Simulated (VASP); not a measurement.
# C19O in VASP: notebook, part 2 of 2

VASP 6.6.1. The steps go on from the part before.

**4. Single point, PBE+D3(BJ)**

Input file INCAR:

```
ALGO     = Normal         # electronic algorithm
EDIFF    = 1E-6           # SCF threshold, eV
ENCUT    = 520            # plane-wave cutoff, eV
GGA      = PE             # functional
ISIF     = 2              # what is computed and relaxed
ISMEAR   = 0              # smearing method
IVDW     = 12             # dispersion correction
LASPH    = T              # aspherical terms in the spheres
LCHARG   = F              # write CHGCAR
LREAL    = Auto         
LWAVE    = F              # write WAVECAR
NBANDS   = 57             # bands
NELM     = 100            # most SCF steps
PREC     = Accurate       # precision mode
SIGMA    = 0.02           # smearing width, eV
```

Input file KPOINTS:

```
k-points
0
Gamma
  2 2 1
```

Input file POSCAR:

```
C19O
1.0
    7.3980000000      0.0000000000      0.0000000000
   -3.6990000000      6.4068560000      0.0000000000
    0.0000000000      0.0000000000     12.0000000000
C O
19 1
Direct
    0.0013792541      0.0016268510      0.0736967500
    0.2206317479      0.1108409491      0.0736482500
   -0.0011207627      0.3320901859      0.0742857500
    0.2216353688      0.4424805240      0.0794026667
    0.0002357702      0.6698556983      0.0793605833
    0.2229811574      0.7802369836      0.0741470833
    0.3327971433     -0.0001134722      0.0740590000
    0.5559093942      0.1108228435      0.0738825833
    0.3263505412      0.3306478248      0.0830115833
    0.5489871862      0.4324239533      0.1105440000
    0.3353404573      0.6698606930      0.0794771667
    0.5518788542      0.7818415148      0.0831713333
    0.6659596226      0.0016229489      0.0739266667
    0.8890889542      0.1124671758      0.0742363333
    0.6699534382      0.3306200420      0.0832751667
    0.8865077622      0.4424683495      0.0795528333
    0.6730391208      0.6802531538      0.1104028333
    0.8956808710      0.7818461973      0.0829245833
    0.6115659098      0.5569788052      0.2144027500
    0.6130960384      0.5573185975      0.3142583333
```

Potentials or basis: VASP PAW PBE potentials, release 64 (C, O).

Command:

```console
cat potpaw_PBE.64/C/POTCAR potpaw_PBE.64/O/POTCAR > POTCAR
mpirun -np 1 vasp_std > vasp.out
```

OUTCAR:

```text
EDIFF = 1E-6
   ENCUT = 520
   GGA = PE
   ISIF = 2
   ISMEAR = 0
   IVDW = 12
   LASPH = T
   LREAL = Auto
   NELM = 100
   PREC = Accurate
 IVDW          = 12

 ion  position               nearest neighbor table
   1  0.001  0.002  0.074-   2 1.40  18 1.41  14 1.43
   2  0.221  0.111  0.074-   1 1.40   9 1.41   7 1.43
   3  0.999  0.332  0.074-  14 1.41   4 1.43  16 1.43
   4  0.222  0.442  0.079-   9 1.39   3 1.43  11 1.46
   5  0.000  0.670  0.079-  18 1.39   6 1.43  16 1.46
   6  0.223  0.780  0.074-   7 1.41  11 1.43   5 1.43
   7  0.333  1.000  0.074-   6 1.41   8 1.43   2 1.43
   8  0.556  0.111  0.074-  13 1.40  15 1.41   7 1.43
   9  0.326  0.331  0.083-   4 1.39   2 1.41  10 1.47
  10  0.549  0.432  0.111-   9 1.47  15 1.47  19 1.48  17 1.59
  11  0.335  0.670  0.079-  12 1.39   6 1.43   4 1.46
  12  0.552  0.782  0.083-  11 1.39  13 1.41  17 1.47
  13  0.666  0.002  0.074-   8 1.40  12 1.41  14 1.43
  14  0.889  0.112  0.074-   3 1.41  13 1.43   1 1.43
  15  0.670  0.331  0.083-  16 1.39   8 1.41  10 1.47
  16  0.887  0.442  0.080-  15 1.39   3 1.43   5 1.46
  17  0.673  0.680  0.110-  18 1.47  12 1.47  19 1.48  10 1.59
  18  0.896  0.782  0.083-   5 1.39   1 1.41  17 1.47
  19  0.612  0.557  0.214-  20 1.20  17 1.48  10 1.48
  20  0.613  0.557  0.314-  19 1.20

  LATTYP: Found a hexagonal cell.
 ALAT       =     7.3980000000
 C/A-ratio  =     1.6220600162

  Lattice vectors:

 A1 = (   7.3980000000,   0.0000000000,   0.0000000000)
 A2 = (  -3.6990000000,   6.4068560000,   0.0000000000)
 A3 = (   0.0000000000,   0.0000000000,  12.0000000000)

Analysis of symmetry for initial positions (statically):
=====================================================================
 Subroutine PRICEL returns:
 Original cell was already a primitive cell.

 Routine SETGRP: Setting up the symmetry group for a
 hexagonal supercell.

 Subroutine GETGRP returns: Found  1 space group operations
 (whereof  1 operations were pure point group operations)
 out of a pool of 24 trial point group operations.

The static configuration has the point symmetry C_1 .

Analysis of symmetry for dynamics (positions and initial velocities):
=====================================================================
 Subroutine PRICEL returns:
 Original cell was already a primitive cell.

 Routine SETGRP: Setting up the symmetry group for a
 hexagonal supercell.

 Subroutine GETGRP returns: Found  1 space group operations
 (whereof  1 operations were pure point group operations)
 out of a pool of 24 trial point group operations.

The dynamic configuration has the point symmetry C_1 .

 Subroutine INISYM returns: Found  1 space group operations
 (whereof  1 operations are pure point group operations),
 and found     1 'primitive' translations

----------------------------------------------------------------------------------------

                                     Primitive cell

  volume of cell :     568.7750

  direct lattice vectors                    reciprocal lattice vectors
     7.398000000  0.000000000  0.000000000     0.135171668  0.078041398  0.000000000
    -3.699000000  6.406856000  0.000000000     0.000000000  0.156082796  0.000000000
[... 76 lines left out ...]
 Following reciprocal coordinates:
            Coordinates               Weight
  0.000000  0.000000  0.000000      1.000000
  0.500000  0.000000  0.000000      1.000000
  0.000000  0.500000  0.000000      1.000000
  0.500000  0.500000  0.000000      1.000000
   k-points           NKPTS =      4   k-points in BZ     NKDIM =      4   number of bands    NBANDS=     57
   number of dos      NEDOS =    301   number of ions     NIONS =     20
   total plane-waves  NPLWV = 282240
   dimension x,y,z NGX =    56 NGY =   56 NGZ =   90
   dimension x,y,z NGXF=   112 NGYF=  112 NGZF=  180
   ions per type =              19   1
   NGX,Y,Z   is equivalent  to a cutoff of  12.58, 12.58, 12.47 a.u.
   NGXF,Y,Z  is equivalent  to a cutoff of  25.17, 25.17, 24.94 a.u.
 SYSTEM =  unknown system
   PREC   = accura    normal or accurate (medium, high low for compatibility)
   ISTART =      0    job   : 0-new  1-cont  2-samecut
   ICHARG =      2    charge: 1-file 2-atom 10-const
   ISPIN  =      1    spin polarized calculation?
   LNONCOLLINEAR =      F non collinear calculations
   LSORBIT =      F    spin-orbit coupling
   LASPH  =      T    aspherical Exc in radial PAW
   ENCUT  =  520.0 eV  38.22 Ry    6.18 a.u.  13.76 13.76 22.31*2*pi/ulx,y,z
   NELM   =    100;   NELMIN=  2; NELMDL= -5     # of ELM steps
   EDIFF  = 0.1E-05   stopping-criterion for ELM
   LREAL  =      T    real-space projection
   EDIFFG = 0.1E-04   stopping-criterion for IOM
   NSW    =      0    number of steps for IOM
   IBRION =     -1    ionic relax: 0-MD 1-quasi-New 2-CG
   NFREE  =      0    steps in history (QN), initial steepest desc. (CG)
   ISIF   =      2    stress and relaxation
   ISYM   =      2    0-nonsym 1-usesym 2-fastsym
   POTIM  = 0.5000    time-step for ionic-motion
   TEBEG  =    0.0;   TEEND  =   0.0 temperature during run
   PSTRESS=    0.0 pullay stress
   NELECT =      82.0000    total number of electrons
   NUPDOWN=      -1.0000    fix difference up-down
   EMIN   =  10.00;   EMAX   =-10.00  energy-range for DOS
   EFERMI =   0.00;   METHOD = LEGACY
   ISMEAR =     0;   SIGMA  =   0.02  broadening in eV -4-tet -1-fermi 0-gaus
   EFERMI_NEDOS =   21; number of points for ismear=-14 and -15
   IALGO  =     38    algorithm
   IMIX   =      4    mixing-type and parameters
     AMIX     =   0.40;   BMIX     =  1.00
     AMIX_MAG =   1.60;   BMIX_MAG =  1.00
  volume/ion in A,a.u.               =      28.44       191.91
  Fermi-wavevector in a.u.,A,eV,Ry     =   0.858419  1.622176 10.025902  0.736883
  Thomas-Fermi vector in A             =   1.975621
   LORBIT       =      0    0 simple, 1 ext, 2 COOP (PROOUT), +10 PAW based schemes
   GGA     = PE    functional components
   LHFCALC =     F    Hartree Fock is set to
   AEXX    =    0.0000 exact exchange contribution
   IVDW    =    12    specifies the selected vdW correction
   LEPSILON=     F    determine dielectric tensor
   LRPA    =     F    only Hartree local field effects (RPA)
 non-spin polarized calculation
 Gauss-broadening in eV      SIGMA  =   0.02
  energy-cutoff  :      520.00
  volume of cell :      568.78
 maximum number of plane-waves:     15363
 NGX is ok and might be reduce to    56
   NGX = 27   NGY = 27   NGZ = 45

 number of electron      82.0000003 magnetization

 Free energy of the ion-electron system (eV)
  ---------------------------------------------------
  ext. energy  EPLUGINS =         0.00000000
  ---------------------------------------------------
  free energy    TOTEN  =      -177.82520031 eV

  energy without entropy =     -177.82520031  energy(sigma->0) =     -177.82520031

 E-fermi :  -1.8229     XC(G=0):  -4.0013

 val. band max:       -1.9214980014   @ k =   0.0000   0.0000   0.0000
 cond. band min:      -1.6895417998   @ k =   0.0000   0.0000   0.0000
 fundamental gap:      0.2319562015
 Fermi energy:        -1.8229169393

 k-point     1 :       0.0000    0.0000    0.0000
  band No.  band energies     occupation
      1     -24.6970      2.00000
      2     -21.7351      2.00000
      3     -20.0882      2.00000
      4     -18.9558      2.00000
      5     -18.9340      2.00000
      6     -18.8416      2.00000
[... 213 lines left out ...]
     52       3.6906      0.00000
     53       4.3250      0.00000
 [bands above 53 left out]

------------------------ aborting loop because EDIFF is reached ----------------------------------------

 Edisp (eV)   -1.77467

 E8    (eV) :    -0.5485

  FORCE on cell =-STRESS in cart. coord.  units (eV):
  Direction    XX          YY          ZZ          XY          YZ          ZX
  --------------------------------------------------------------------------------------
  -------------------------------------------------------------------------------------
  Total       4.43921     8.81047     0.48789    -0.01597    -0.06703     0.00582
  in kB      12.50476    24.81812     1.37433    -0.04498    -0.18882     0.01639
  external pressure =       12.90 kB  Pullay stress =        0.00 kB

 VOLUME and BASIS-vectors are now :
 -----------------------------------------------------------------------------
  energy-cutoff  :      520.00
  volume of cell :      568.78
      direct lattice vectors                 reciprocal lattice vectors
     7.398000000  0.000000000  0.000000000     0.135171668  0.078041398  0.000000000
    -3.699000000  6.406856000  0.000000000     0.000000000  0.156082796  0.000000000
     0.000000000  0.000000000 12.000000000     0.000000000  0.000000000  0.083333333

 POSITION                                       TOTAL-FORCE (eV/Angst)
 -----------------------------------------------------------------------------------
      0.00419      0.01042      0.88436        -0.001500      0.007424     -0.002244
      1.22223      0.71014      0.88378         0.000905     -0.000724      0.005707
      6.16131      2.12765      0.89143         0.003938      0.008675     -0.013376
      0.00292      2.83491      0.95283        -0.007951      0.012781     -0.001406
     -2.47605      4.29167      0.95233         0.009174     -0.001557      0.000565
     -1.23648      4.99887      0.88976         0.003348      0.001929     -0.009116
[... 12 lines left out ...]
      2.46410      3.56848      2.57283         0.013124     -0.038588     -0.516250
      2.47416      3.57066      3.77110        -0.009068      0.000603      0.551599
 -----------------------------------------------------------------------------------
    total drift:                               -0.001571     -0.006228      0.006619

  FREE ENERGIE OF THE ION-ELECTRON SYSTEM (eV)
  ---------------------------------------------------
  free  energy   TOTEN  =      -179.5998696696 eV

  energy  without entropy=     -179.5998696696  energy(sigma->0) =     -179.59986967
```

Run time: 2.1 min. Hardware: 1 thread of Intel Xeon 6975P-C (Granite Rapids), shared host; peak memory 0.58 GiB.

What came out:

```yaml
Free_energy: -179.5999 eV
Largest_force: 0.552 eV/Å
Band_gap_on_the_k_mesh: 0.23 eV, direct
Dispersion_energy_per_atom: -0.089 eV
```

Forces on the atoms (eV/Å):
```
C   -0.002  0.007 -0.002
C    0.001 -0.001  0.006
C    0.004  0.009 -0.013
C   -0.008  0.013 -0.001
C    0.009 -0.002  0.001
C    0.003  0.002 -0.009
C   -0.003  0.004  0.000
C    0.000 -0.004 -0.002
C    0.007  0.002  0.018
C    0.002 -0.013 -0.001
C   -0.009 -0.004 -0.004
C    0.004 -0.002 -0.006
C    0.003 -0.005 -0.006
C    0.001 -0.003 -0.008
C   -0.007  0.005  0.002
C    0.008  0.014 -0.002
C   -0.002  0.011 -0.015
C   -0.017  0.004  0.008
C    0.013 -0.039 -0.516
O   -0.009  0.001  0.552
```

Caveat: the k points lie up to 0.49 Å⁻¹ apart.

**5. Single point, PBE+D3(BJ)**

Input file INCAR:

```
SYSTEM = C19O
ALGO = Normal ; EDIFF = 1E-6
ENCUT = 520 ; GGA = PE
ISIF = 2 ; ISMEAR = 0
IVDW = 12 ; LASPH = .True.
LCHARG = .False. ; LREAL = Auto
LWAVE = .False. ; NBANDS = 57
NELM = 60 ; PREC = Accurate
SIGMA = 0.02
```

Input file KPOINTS:

```
k-points
0
Gamma
  2 2 1
  0 0 0
```

Input file POSCAR:

```
C19O
1.0
    7.3980000000      0.0000000000      0.0000000000
   -3.6990000000      6.4068560000      0.0000000000
    0.0000000000      0.0000000000     12.0000000000
C O
19 1
Direct
    0.0033664288      0.0076847365      0.0831249167
    0.2231544631      0.1133875960      0.0738728333
    0.0018568429      0.3350621584      0.0741825000
    0.2214706203      0.4448690590      0.0742065000
    0.0033815166      0.6639538956      0.0831217500
    0.2231652779      0.7780337189      0.0738741667
    0.3340418001      0.0011547005      0.0741961667
    0.5536565446      0.1109619133      0.0741744167
    0.3323477900      0.3326266425      0.0738804167
    0.5521287158      0.4383252878      0.0831320833
    0.3323585638      0.6679880116      0.0738792500
    0.5521439292      0.7820756390      0.0831353333
    0.6640428038     -0.0014020918      0.0794066667
    0.8914686250      0.1123114052      0.0794080000
    0.6640382004      0.3337095449      0.0794033333
    0.8914730378      0.4474264756      0.0794046667
    0.6538399182      0.6610537212      0.1104298333
    0.9016779622      0.7849728478      0.1104063333
    0.7777707619      0.7228991880      0.2142887500
    0.7778469806      0.7224287544      0.3141380000
```

Potentials or basis: VASP PAW PBE potentials, release 64 (C, O).

Command:

```console
cat potpaw_PBE.64/C/POTCAR potpaw_PBE.64/O/POTCAR > POTCAR
mpirun -np 1 vasp_std > vasp.out
```

OUTCAR:

```text
SYSTEM = C19O
   EDIFF = 1E-6
   ENCUT = 520
   GGA = PE
   ISIF = 2
   ISMEAR = 0
   IVDW = 12
   LASPH = .True.
   LREAL = Auto
   NELM = 60
   PREC = Accurate
 IVDW          = 12

 ion  position               nearest neighbor table
   1  0.003  0.008  0.083-  14 1.39   2 1.41  18 1.47
   2  0.223  0.113  0.074-   9 1.40   1 1.41   7 1.43
   3  0.002  0.335  0.074-   4 1.41  16 1.43  14 1.43
   4  0.221  0.445  0.074-   3 1.41  11 1.43   9 1.43
   5  0.003  0.664  0.083-  16 1.39   6 1.41  18 1.47
   6  0.223  0.778  0.074-  11 1.40   5 1.41   7 1.43
[... 8 lines left out ...]
  15  0.664  0.334  0.079-  10 1.39   8 1.43  16 1.46
  16  0.891  0.447  0.079-   5 1.39   3 1.43  15 1.46
  17  0.654  0.661  0.110-  12 1.47  10 1.47  19 1.48  18 1.59
  18  0.902  0.785  0.110-   1 1.47   5 1.47  19 1.48  17 1.59
  19  0.778  0.723  0.214-  20 1.20  17 1.48  18 1.48
  20  0.778  0.722  0.314-  19 1.20

  LATTYP: Found a hexagonal cell.
 ALAT       =     7.3980000000
 C/A-ratio  =     1.6220600162

  Lattice vectors:

 A1 = (   7.3980000000,   0.0000000000,   0.0000000000)
 A2 = (  -3.6990000000,   6.4068560000,   0.0000000000)
 A3 = (   0.0000000000,   0.0000000000,  12.0000000000)

[... 197 lines left out ...]
 k-point     1 :       0.0000    0.0000    0.0000
  band No.  band energies     occupation
      1     -24.6975      2.00000
      2     -21.7374      2.00000
      3     -20.0912      2.00000
      4     -18.9574      2.00000
      5     -18.9359      2.00000
      6     -18.8422      2.00000
[... 213 lines left out ...]
     52       3.6905      0.00000
     53       4.3251      0.00000
 [bands above 53 left out]

------------------------ aborting loop because EDIFF is reached ----------------------------------------

 Edisp (eV)   -1.77471

 E8    (eV) :    -0.5486

  FORCE on cell =-STRESS in cart. coord.  units (eV):
  Direction    XX          YY          ZZ          XY          YZ          ZX
  --------------------------------------------------------------------------------------
  -------------------------------------------------------------------------------------
  Total       7.76773     5.55494     0.54675     1.90869     0.00573    -0.00167
  in kB      21.88084    15.64766     1.54013     5.37658     0.01614    -0.00471
  external pressure =       13.02 kB  Pullay stress =        0.00 kB

 VOLUME and BASIS-vectors are now :
 -----------------------------------------------------------------------------
  energy-cutoff  :      520.00
  volume of cell :      568.78
      direct lattice vectors                 reciprocal lattice vectors
     7.398000000  0.000000000  0.000000000     0.135171668  0.078041398  0.000000000
    -3.699000000  6.406856000  0.000000000     0.000000000  0.156082796  0.000000000
     0.000000000  0.000000000 12.000000000     0.000000000  0.000000000  0.083333333

 POSITION                                       TOTAL-FORCE (eV/Angst)
 -----------------------------------------------------------------------------------
     -0.00352      0.04924      0.99750         0.005857     -0.010951      0.001059
      1.23148      0.72646      0.88647        -0.001219     -0.000271     -0.004382
     -1.22566      2.14669      0.89019        -0.009484      0.001860     -0.004311
     -0.00713      2.85021      0.89048         0.011796      0.010120     -0.003952
     -2.43095      4.25386      0.99746        -0.010875      0.005264     -0.002600
     -1.22697      4.98475      0.88649         0.000647     -0.005122     -0.001994
[... 12 lines left out ...]
      3.07994      4.63151      2.57147         0.000335     -0.002282     -0.505771
      3.08225      4.62850      3.76966        -0.001114      0.000952      0.565490
 -----------------------------------------------------------------------------------
    total drift:                               -0.004164      0.001983     -0.005188

  FREE ENERGIE OF THE ION-ELECTRON SYSTEM (eV)
  ---------------------------------------------------
  free  energy   TOTEN  =      -179.6003164731 eV

  energy  without entropy=     -179.6003164731  energy(sigma->0) =     -179.60031647
```

Run time: 2.2 min. Hardware: 1 thread of Intel Xeon 6975P-C (Granite Rapids), shared host; peak memory 0.58 GiB.

What came out:

```yaml
Free_energy: -179.6003 eV
Largest_force: 0.565 eV/Å
Band_gap_on_the_k_mesh: 0.23 eV, direct
Dispersion_energy_per_atom: -0.089 eV
```

Forces in eV/Å, atoms in the order of the input:
```
C    0.006 -0.011  0.001
C   -0.001  0.000 -0.004
C   -0.009  0.002 -0.004
C    0.012  0.010 -0.004
C   -0.011  0.005 -0.003
C    0.001 -0.005 -0.002
C   -0.007 -0.010  0.000
C    0.008 -0.007 -0.011
C   -0.005  0.004 -0.005
C    0.000  0.013  0.000
C   -0.002  0.002 -0.004
C    0.006 -0.006 -0.001
C    0.015  0.015  0.001
C   -0.022 -0.004  0.002
C    0.021  0.003 -0.002
C   -0.014 -0.017  0.007
C   -0.008 -0.008 -0.016
C    0.012  0.014 -0.015
C    0.000 -0.002 -0.506
O   -0.001  0.001  0.565
```

Levels at points of the mesh, in eV from the valence-band top:
| k point | band 38 | band 39 | band 40 | band 41 | band 42 | band 43 | band 44 | band 45 |
| --- | --- | --- | --- | --- | --- | --- | --- | --- |
| (0.00, 0.00, 0.00) | -3.06 | -1.53 | -0.82 | 0.00 | 0.23 | 1.70 | 1.79 | 3.36 |
| (0.50, 0.00, 0.00) | -2.57 | -2.48 | -2.32 | -0.05 | 0.86 | 1.60 | 2.24 | 2.62 |
| (0.00, 0.50, 0.00) | -2.50 | -2.48 | -2.29 | -0.56 | 1.24 | 1.64 | 2.50 | 2.62 |
| (0.50, 0.50, 0.00) | -2.50 | -2.48 | -2.29 | -0.56 | 1.24 | 1.64 | 2.50 | 2.62 |

Caveat: the k points lie up to 0.49 Å⁻¹ apart.
